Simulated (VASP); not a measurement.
# NaH (rocksalt type) (Fm-3m) in VASP: notebook

Runs on NaH (rocksalt type). Level: PBE. Tasks: electric field gradients.

All numbers are computed with VASP 6.6.1; they aren't measurements. Logs are shortened: lines on timing, memory, paths and dates and some standing lists are left out, and cuts for length are marked.

## (1) The cell of the first run

It takes space group Fm-3m (No. 225, cubic). The conventional cell has a = 4.863 Å, b = 4.863 Å, c = 4.863 Å, α = 90.00°, β = 90.00°, γ = 90.00°. Within 3.2 Å of Na (site symmetry m-3m) lie 6 H at 2.43 Å. H (site symmetry m-3m) has 6 Na at 2.43 Å within 3.2 Å.

## (2) Electric field gradients, PBE (volume scaled by 1.02)

Contents of INCAR:

```
PREC = Accurate
ENCUT = 520
EDIFF = 1E-8
ISMEAR = -1
SIGMA = 0.08
LREAL = F
LASPH = T
NELM = 100
ALGO = Normal
ISIF = 2
LWAVE = F
LCHARG = F
GGA = PE
LEFG = T
NBANDS = 11
```

Contents of KPOINTS:

```
Automatic mesh
0
Gamma
  12 12 12
```

Contents of POSCAR:

```
NaH
1.0
    0.0000000000      2.4315529388      2.4315529388
    2.4315529388      0.0000000000      2.4315529388
    2.4315529388      2.4315529388      0.0000000000
Na H
1 1
Direct
    0.0000000000      0.0000000000      0.0000000000
    0.5000000000      0.5000000000      0.5000000000
```

Potentials or basis: VASP PAW PBE potentials, release 64 (Na_pv, H).

Launch:

```
$ cat potpaw_PBE.64/Na_pv/POTCAR potpaw_PBE.64/H/POTCAR > POTCAR
$ mpirun -np 1 vasp_std > vasp.out
```

OUTCAR:

```text
PREC = Accurate
   ENCUT = 520
   EDIFF = 1E-8
   ISMEAR = -1
   LREAL = F
   LASPH = T
   NELM = 100
   ISIF = 2
   GGA = PE

 ion  position               nearest neighbor table
   1  0.000  0.000  0.000-
   2  0.500  0.500  0.500-

  LATTYP: Found a face centered cubic cell.
 ALAT       =     4.8631058776

  Lattice vectors:

 A1 = (   0.0000000000,   2.4315529388,   2.4315529388)
 A2 = (   2.4315529388,   0.0000000000,   2.4315529388)
 A3 = (   2.4315529388,   2.4315529388,   0.0000000000)

Analysis of symmetry for initial positions (statically):
=====================================================================
 Subroutine PRICEL returns:
 Original cell was already a primitive cell.

 Routine SETGRP: Setting up the symmetry group for a
 face centered cubic supercell.

 Subroutine GETGRP returns: Found 48 space group operations
 (whereof 48 operations were pure point group operations)
 out of a pool of 48 trial point group operations.

The static configuration has the point symmetry O_h .

Analysis of symmetry for dynamics (positions and initial velocities):
=====================================================================
 Subroutine PRICEL returns:
 Original cell was already a primitive cell.

 Routine SETGRP: Setting up the symmetry group for a
 face centered cubic supercell.

 Subroutine GETGRP returns: Found 48 space group operations
 (whereof 48 operations were pure point group operations)
 out of a pool of 48 trial point group operations.

The dynamic configuration has the point symmetry O_h .

 Subroutine INISYM returns: Found 48 space group operations
 (whereof 48 operations are pure point group operations),
 and found     1 'primitive' translations

----------------------------------------------------------------------------------------

                                     Primitive cell

  volume of cell :      28.7529

  direct lattice vectors                    reciprocal lattice vectors
     0.000000000  2.431552939  2.431552939    -0.205629905  0.205629905  0.205629905
     2.431552939  0.000000000  2.431552939     0.205629905 -0.205629905  0.205629905
     2.431552939  2.431552939  0.000000000     0.205629905  0.205629905 -0.205629905

  length of vectors
     3.438735144  3.438735144  3.438735144     0.356161443  0.356161443  0.356161443

  position of ions in fractional coordinates (direct lattice)
     0.000000000  0.000000000  0.000000000
     0.500000000  0.500000000  0.500000000

  ion indices of the primitive-cell ions
   primitive index   ion index
                 1           1
                 2           2

----------------------------------------------------------------------------------------

 KPOINTS: Automatic mesh

Automatic generation of k-mesh.
 Grid dimensions read from file:
 generate k-points for:   12   12   12

 Generating k-lattice:

  Cartesian coordinates                     Fractional coordinates (reciprocal lattice)
    -0.017135825  0.017135825  0.017135825     0.083333333  0.000000000  0.000000000
     0.017135825 -0.017135825  0.017135825     0.000000000  0.083333333  0.000000000
     0.017135825  0.017135825 -0.017135825     0.000000000  0.000000000  0.083333333

  Length of vectors
     0.029680120  0.029680120  0.029680120

  Shift w.r.t. Gamma in fractional coordinates (k-lattice)
     0.000000000  0.000000000  0.000000000

 Subroutine IBZKPT returns following result:
 ===========================================

 Found     72 irreducible k-points:

 Following reciprocal coordinates:
            Coordinates               Weight
  0.000000  0.000000  0.000000      1.000000
  0.083333  0.000000  0.000000      8.000000
  0.166667  0.000000  0.000000      8.000000
  0.250000  0.000000  0.000000      8.000000
  0.333333  0.000000  0.000000      8.000000
  0.416667  0.000000  0.000000      8.000000
[... 16 lines left out ...]
  0.500000  0.166667  0.000000     24.000000
 -0.416667  0.166667  0.000000     24.000000
 [... further k-points ...]
   k-points           NKPTS =     72   k-points in BZ     NKDIM =     72   number of bands    NBANDS=     11
   number of dos      NEDOS =    301   number of ions     NIONS =      2
   total plane-waves  NPLWV =  21952
   dimension x,y,z NGX =    28 NGY =   28 NGZ =   28
   dimension x,y,z NGXF=    56 NGYF=   56 NGZF=   56
   ions per type =               1   1
   NGX,Y,Z   is equivalent  to a cutoff of  13.54, 13.54, 13.54 a.u.
   NGXF,Y,Z  is equivalent  to a cutoff of  27.07, 27.07, 27.07 a.u.
 SYSTEM =  unknown system
   PREC   = accura    normal or accurate (medium, high low for compatibility)
   ISTART =      0    job   : 0-new  1-cont  2-samecut
   ICHARG =      2    charge: 1-file 2-atom 10-const
   ISPIN  =      1    spin polarized calculation?
   LNONCOLLINEAR =      F non collinear calculations
   LSORBIT =      F    spin-orbit coupling
   LASPH  =      T    aspherical Exc in radial PAW
   ENCUT  =  520.0 eV  38.22 Ry    6.18 a.u.   6.39  6.39  6.39*2*pi/ulx,y,z
   NELM   =    100;   NELMIN=  2; NELMDL= -5     # of ELM steps
   EDIFF  = 0.1E-07   stopping-criterion for ELM
   LREAL  =      F    real-space projection
   EDIFFG = 0.1E-06   stopping-criterion for IOM
   NSW    =      0    number of steps for IOM
   IBRION =     -1    ionic relax: 0-MD 1-quasi-New 2-CG
   NFREE  =      0    steps in history (QN), initial steepest desc. (CG)
   ISIF   =      2    stress and relaxation
   ISYM   =      2    0-nonsym 1-usesym 2-fastsym
   POTIM  = 0.5000    time-step for ionic-motion
   TEBEG  =    0.0;   TEEND  =   0.0 temperature during run
   PSTRESS=    0.0 pullay stress
   NELECT =       8.0000    total number of electrons
   NUPDOWN=      -1.0000    fix difference up-down
   EMIN   =  10.00;   EMAX   =-10.00  energy-range for DOS
   EFERMI =   0.00;   METHOD = LEGACY
   ISMEAR =    -1;   SIGMA  =   0.08  broadening in eV -4-tet -1-fermi 0-gaus
   EFERMI_NEDOS =   21; number of points for ismear=-14 and -15
   IALGO  =     38    algorithm
   IMIX   =      4    mixing-type and parameters
     AMIX     =   0.40;   BMIX     =  1.00
     AMIX_MAG =   1.60;   BMIX_MAG =  1.00
  volume/ion in A,a.u.               =      14.38        97.02
  Fermi-wavevector in a.u.,A,eV,Ry     =   1.068754  2.019652 15.541053  1.142235
  Thomas-Fermi vector in A             =   2.204412
   LORBIT       =      0    0 simple, 1 ext, 2 COOP (PROOUT), +10 PAW based schemes
   GGA     = PE    functional components
   LHFCALC =     F    Hartree Fock is set to
   AEXX    =    0.0000 exact exchange contribution
   IVDW    =     0    specifies the selected vdW correction
   LEPSILON=     F    determine dielectric tensor
   LRPA    =     F    only Hartree local field effects (RPA)
 non-spin polarized calculation
  energy-cutoff  :      520.00
  volume of cell :       28.75
 maximum number of plane-waves:       789
 NGX is ok and might be reduce to    28
   NGX = 13   NGY = 13   NGZ = 13

 number of electron       8.0000006 magnetization

 Free energy of the ion-electron system (eV)
  ---------------------------------------------------
  ext. energy  EPLUGINS =         0.00000000
  ---------------------------------------------------
  free energy    TOTEN  =        -5.08699982 eV

  energy without entropy =       -5.08699982  energy(sigma->0) =       -5.08699982

 E-fermi :   0.5387     XC(G=0):  -7.7067

 val. band max:       -1.1730917185   @ k =  -0.2500   0.5000   0.2500
 cond. band min:       2.5559402689   @ k =   0.5000   0.0000   0.0000
 fundamental gap:      3.7290319874
 Fermi energy:         0.5386503375

 k-point     1 :       0.0000    0.0000    0.0000
  band No.  band energies     occupation
      1     -23.3089      2.00000
      2     -23.3089      2.00000
      3     -23.3089      2.00000
      4      -4.7374      2.00000
      5       9.0802      0.00000
      6      14.2890      0.00000
      7      14.2890      0.00000
      8      14.2890      0.00000
      9      15.1012      0.00000
     10      15.1012      0.00000
     11      15.1012      0.00000
[... 309 lines left out ...]
 k-point    24 :      -0.4167    0.1667    0.0000
  band No.  band energies     occupation
      1     -23.3875      2.00000
      2     -23.3346      2.00000
      3     -23.3226      2.00000
      4      -1.8259      2.00000
      5       3.0816      0.00000
      6       7.2306      0.00000
      7      11.2691      0.00000
      8      12.1065      0.00000
      9      15.5956      0.00000
     10      16.6623      0.00000
     11      20.2426      0.00000

 [... further k-points ...]

------------------------ aborting loop because EDIFF is reached ----------------------------------------

  FORCE on cell =-STRESS in cart. coord.  units (eV):
  Direction    XX          YY          ZZ          XY          YZ          ZX
  --------------------------------------------------------------------------------------
  -------------------------------------------------------------------------------------
  Total       -0.0836618     -0.0836618     -0.0836618     -0.0000000     -0.0000000     -0.0000000
  in kB       -4.6618343     -4.6618343     -4.6618343     -0.0000000     -0.0000000     -0.0000000
  external PRESSURE =      -4.6618343 kB  Pullay stress =       0.0000000 kB

 VOLUME and BASIS-vectors are now :
 -----------------------------------------------------------------------------
  energy-cutoff  :      520.00
  volume of cell :       28.75
      direct lattice vectors                 reciprocal lattice vectors
     0.000000000  2.431552939  2.431552939    -0.205629905  0.205629905  0.205629905
     2.431552939  0.000000000  2.431552939     0.205629905 -0.205629905  0.205629905
     2.431552939  2.431552939  0.000000000     0.205629905  0.205629905 -0.205629905

 POSITION                                       TOTAL-FORCE (eV/Angst)
 -----------------------------------------------------------------------------------
      0.00000      0.00000      0.00000        -0.000000      0.000000      0.000000
      2.43155      2.43155      2.43155         0.000000      0.000000     -0.000000
 -----------------------------------------------------------------------------------
    total drift:                               -0.000000     -0.000000     -0.000000

  FREE ENERGIE OF THE ION-ELECTRON SYSTEM (eV)
  ---------------------------------------------------
  free  energy   TOTEN  =        -5.0869998219 eV

  energy  without entropy=       -5.0869998219  energy(sigma->0) =       -5.08699982

 Electric field gradients (V/A^2)
---------------------------------------------------------------------
 ion       V_xx      V_yy      V_zz      V_xy      V_xz      V_yz
---------------------------------------------------------------------
   1      -0.000     0.000    -0.000     0.001     0.001     0.001
   2       0.000    -0.000     0.000     0.001     0.001     0.001
---------------------------------------------------------------------

 Electric field gradients after diagonalization (V/A^2)
 (convention: |V_zz| > |V_xx| > |V_yy|)
----------------------------------------------------------------------
 ion       V_xx      V_yy      V_zz     asymmetry (V_yy - V_xx)/ V_zz
----------------------------------------------------------------------
   1      -0.001    -0.001     0.002       0.000
   2      -0.001    -0.001     0.002       0.000
----------------------------------------------------------------------

           NMR quadrupolar parameters

 Cq : quadrupolar parameter    Cq=e*Q*V_zz/h
 eta: asymmetry parameters     (V_yy - V_xx)/ V_zz
 Q  : nuclear electric quadrupole moment in mb (millibarn)
----------------------------------------------------------------------
 ion       Cq(MHz)       eta       Q (mb)
----------------------------------------------------------------------
   1       0.000       0.000       1.000
   2       0.000       0.000       1.000
----------------------------------------------------------------------
```

Run time: 11 s. Hardware: 1 thread of Intel Xeon 6975P-C (Granite Rapids), shared host; peak memory 0.16 GiB.

Results:

| Property | Result |
| --- | --- |
| Free energy | -5.0870 eV |
| Pressure | -0.5 GPa |
| Band gap on the k mesh | 3.73 eV, indirect (least direct gap 4.58 eV) |

Caveat: without QUAD_EFG the Cq values of the log hold for a quadrupole moment of 1 mb, not for the nuclei. A k mesh can miss the band edges.

[end of part 1 of 2]
